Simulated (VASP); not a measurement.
# CoPtC4N4 (P-43m) in VASP: notebook, part 2 of 2

VASP 6.6.1. The steps go on from the part before.

### Step 3. Single point, PBE, collinear spin, ferromagnetic start

This run uses another cell than the first one, of 20.46 Å³/atom.

INCAR reads:

```
PREC = Accurate
ENCUT = 520
EDIFF = 1E-7
ISMEAR = 0
SIGMA = 0.1
LREAL = False
LASPH = True
NELM = 150
ALGO = Normal
ISIF = 2
LWAVE = False
LCHARG = False
ISPIN = 2
MAGMOM = 3 0 0 0 0 0 0 0 0 0
LORBIT = 11
LMAXMIX = 4
GGA = PE
NBANDS = 42
```

KPOINTS reads:

```
regular mesh
0
Gamma
  4 4 4
```

POSCAR reads:

```
CoPtC4N4
1.0
    5.8928015809      0.0000000000      0.0000000000
    0.0000000000      5.8928015809      0.0000000000
    0.0000000000      0.0000000000      5.8928015809
Co Pt C N
1 1 4 4
Direct
    0.0000000000      0.0000000000      0.0000000000
    0.5000000000      0.5000000000      0.5000000000
    0.1848989051      0.1848989051      0.1848989051
    0.1848989051      0.8151010949      0.8151010949
    0.8151010949      0.1848989051      0.8151010949
    0.8151010949      0.8151010949      0.1848989051
    0.3002455585      0.3002455585      0.3002455585
    0.3002455585      0.6997544415      0.6997544415
    0.6997544415      0.3002455585      0.6997544415
    0.6997544415      0.6997544415      0.3002455585
```

Potentials or basis: VASP PAW PBE potentials, release 64 (Co, Pt, C, N).

Launch:

```console
$ cat potpaw_PBE.64/Co/POTCAR potpaw_PBE.64/Pt/POTCAR potpaw_PBE.64/C/POTCAR potpaw_PBE.64/N/POTCAR > POTCAR
$ mpirun -np 1 vasp_std > vasp.out
```

OUTCAR:

```text
PREC = Accurate
   ENCUT = 520
   EDIFF = 1E-7
   ISMEAR = 0
   LREAL = False
   LASPH = True
   NELM = 150
   ISIF = 2
   ISPIN = 2
   LORBIT = 11
   GGA = PE

 ion  position               nearest neighbor table
   1  0.000  0.000  0.000-   3 1.89   4 1.89   5 1.89   6 1.89
   2  0.500  0.500  0.500-   7 2.04   8 2.04   9 2.04  10 2.04
   3  0.185  0.185  0.185-   7 1.18   1 1.89
   4  0.185  0.815  0.815-   8 1.18   1 1.89
   5  0.815  0.185  0.815-   9 1.18   1 1.89
   6  0.815  0.815  0.185-  10 1.18   1 1.89
   7  0.300  0.300  0.300-   3 1.18   2 2.04
   8  0.300  0.700  0.700-   4 1.18   2 2.04
   9  0.700  0.300  0.700-   5 1.18   2 2.04
  10  0.700  0.700  0.300-   6 1.18   2 2.04

  LATTYP: Found a simple cubic cell.
 ALAT       =     5.8928015809

  Lattice vectors:

 A1 = (   5.8928015809,   0.0000000000,   0.0000000000)
 A2 = (   0.0000000000,   5.8928015809,   0.0000000000)
 A3 = (   0.0000000000,   0.0000000000,   5.8928015809)

Analysis of symmetry for initial positions (statically):
=====================================================================
 Subroutine PRICEL returns:
 Original cell was already a primitive cell.

 Routine SETGRP: Setting up the symmetry group for a
 simple cubic supercell.

 Subroutine GETGRP returns: Found 24 space group operations
 (whereof 24 operations were pure point group operations)
 out of a pool of 48 trial point group operations.

The static configuration has the point symmetry T_d .

Analysis of symmetry for dynamics (positions and initial velocities):
[... 191 lines left out ...]
      6      -8.4764      1.00000
[... 409 lines left out ...]
     38       4.6076      0.00000
     39       5.5615      0.00000
 Fermi energy:        -0.6432347724

 spin component 2

 k-point     1 :       0.0000    0.0000    0.0000
  band No.  band energies     occupation
      1     -18.4402      1.00000
      2     -18.3121      1.00000
      3     -18.3121      1.00000
      4     -18.3121      1.00000
      5      -9.3901      1.00000
      6      -8.6332      1.00000
[... 409 lines left out ...]
     38       4.6312      0.00000
     39       5.1927      0.00000
 [bands above 39 left out]

------------------------ aborting loop because EDIFF is reached ----------------------------------------

  FORCE on cell =-STRESS in cart. coord.  units (eV):
  Direction    XX          YY          ZZ          XY          YZ          ZX
  --------------------------------------------------------------------------------------
  -------------------------------------------------------------------------------------
  Total        0.3610987      0.3610987      0.3610987      0.0000000      0.0000000      0.0000000
  in kB        2.8272945      2.8272945      2.8272945      0.0000000      0.0000000      0.0000000
  external PRESSURE =       2.8272945 kB  Pullay stress =       0.0000000 kB

 VOLUME and BASIS-vectors are now :
 -----------------------------------------------------------------------------
  energy-cutoff  :      520.00
  volume of cell :      204.63
      direct lattice vectors                 reciprocal lattice vectors
     5.892801581  0.000000000  0.000000000     0.169698570  0.000000000  0.000000000
     0.000000000  5.892801581  0.000000000     0.000000000  0.169698570  0.000000000
     0.000000000  0.000000000  5.892801581     0.000000000  0.000000000  0.169698570

 POSITION                                       TOTAL-FORCE (eV/Angst)
 -----------------------------------------------------------------------------------
      0.00000      0.00000      0.00000         0.000000      0.000000     -0.000000
      2.94640      2.94640      2.94640         0.000000      0.000000     -0.000000
      1.08957      1.08957      1.08957        -0.206305     -0.206305     -0.206305
      1.08957      4.80323      4.80323        -0.206305      0.206305      0.206305
      4.80323      1.08957      4.80323         0.206305     -0.206305      0.206305
      4.80323      4.80323      1.08957         0.206305      0.206305     -0.206305
      1.76929      1.76929      1.76929         0.217495      0.217495      0.217495
      1.76929      4.12351      4.12351         0.217495     -0.217495     -0.217495
      4.12351      1.76929      4.12351        -0.217495      0.217495     -0.217495
      4.12351      4.12351      1.76929        -0.217495     -0.217495      0.217495
 -----------------------------------------------------------------------------------
    total drift:                                0.000000      0.000000      0.000000

  FREE ENERGIE OF THE ION-ELECTRON SYSTEM (eV)
  ---------------------------------------------------
  free  energy   TOTEN  =       -75.6318960807 eV

  energy  without entropy=      -75.5862148857  energy(sigma->0) =      -75.60905548

 total charge

# of ion       s       p       d       tot
------------------------------------------
    1        0.511   0.712   7.201   8.424
    2        0.546   0.697   7.903   9.146
    3        0.962   1.610   0.000   2.571
    4        0.962   1.610   0.000   2.571
    5        0.962   1.610   0.000   2.571
    6        0.962   1.610   0.000   2.571
    7        1.293   2.568   0.000   3.861
    8        1.293   2.568   0.000   3.861
    9        1.293   2.568   0.000   3.861
   10        1.293   2.568   0.000   3.861
--------------------------------------------------
tot         10.072  18.122  15.104  43.298

 magnetization (x)

# of ion       s       p       d       tot
------------------------------------------
    1        0.009   0.128   1.662   1.800
    2       -0.004  -0.085  -0.828  -0.916
    3        0.011  -0.025   0.000  -0.014
    4        0.011  -0.025   0.000  -0.014
    5        0.011  -0.025   0.000  -0.014
    6        0.011  -0.025   0.000  -0.014
    7       -0.006   0.011   0.000   0.004
    8       -0.006   0.011   0.000   0.004
    9       -0.006   0.011   0.000   0.004
   10       -0.006   0.011   0.000   0.004
--------------------------------------------------
tot          0.024  -0.012   0.835   0.846
```

stdout:

```text
POSCAR found type information on POSCAR CoPtC N
 POSCAR found :  4 types and      10 ions
 scaLAPACK will be used
 LDA part: xc-table for (Slater+PW92), standard interpolation
 POSCAR, INCAR and KPOINTS ok, starting setup
 FFT: planning ... GRIDC
 FFT: planning ... GRID_SOFT
 FFT: planning ... GRID
 WAVECAR not read
 entering main loop
```

It took 6.4 min on 1 thread of Intel Xeon Platinum 8259CL at 2.50GHz (Skylake/Cascade Lake), shared host; peak memory 0.48 GiB.

Results:

```yaml
Free_energy: -75.6319 eV
Pressure: 0.3 GPa
Largest_force: 0.377 eV/Å
Band_gap_on_the_k_mesh: zero (filled and empty bands overlap)
Net_moment: 1.00 μB per cell
Site_moments: Co +1.80; Pt -0.92; C -0.01; N +0.00 μB
Valence_electrons_inside_the_program's_atomic_spheres: Co 8.42; Pt 9.15; C 2.57; N 3.86
```

Forces on the atoms (eV/Å):
```
Co   0.000  0.000  0.000
Pt   0.000  0.000  0.000
C   -0.206 -0.206 -0.206
C   -0.206  0.206  0.206
C    0.206 -0.206  0.206
C    0.206  0.206 -0.206
N    0.217  0.217  0.217
N    0.217 -0.217 -0.217
N   -0.217  0.217 -0.217
N   -0.217 -0.217  0.217
```

Levels at points of the mesh, in eV from the Fermi level:
Spin up:
```tsv
k point	band 26	band 27	band 28	band 29	band 30	band 31
(0.00, 0.00, 0.00)	-1.20	-1.20	-0.21	-0.21	-0.21	4.46
(0.50, 0.00, 0.00)	-1.41	-0.71	0.01	0.26	0.26	4.18
(0.50, 0.50, 0.00)	-1.34	-0.75	-0.01	0.22	0.22	4.33
(0.50, 0.50, 0.50)	-1.11	-1.11	-0.13	-0.13	-0.13	4.63
```
Spin down:
| k point | band 23 | band 24 | band 25 | band 26 | band 27 | band 28 | band 29 | band 30 | band 31 | band 32 |
| --- | --- | --- | --- | --- | --- | --- | --- | --- | --- | --- |
| (0.00, 0.00, 0.00) | -0.88 | -0.88 | -0.88 | -0.82 | -0.81 | 0.43 | 0.43 | 0.43 | 4.75 | 4.75 |
| (0.50, 0.00, 0.00) | -1.60 | -1.16 | -0.90 | -0.90 | -0.37 | 0.59 | 0.73 | 0.73 | 4.49 | 4.49 |
| (0.50, 0.50, 0.00) | -1.58 | -1.16 | -0.81 | -0.81 | -0.39 | 0.62 | 0.67 | 0.67 | 4.68 | 4.68 |
| (0.50, 0.50, 0.50) | -0.76 | -0.76 | -0.76 | -0.75 | -0.75 | 0.46 | 0.46 | 0.46 | 4.94 | 4.94 |

Caveat: spin-orbit coupling is left out, which moves the levels of the heavy elements; a cell with one magnetic atom can't hold antiferromagnetic order, which such compounds often take. With open d or f shells a metallic result of PBE can be an artefact of self-interaction; +U or a hybrid may open a gap.
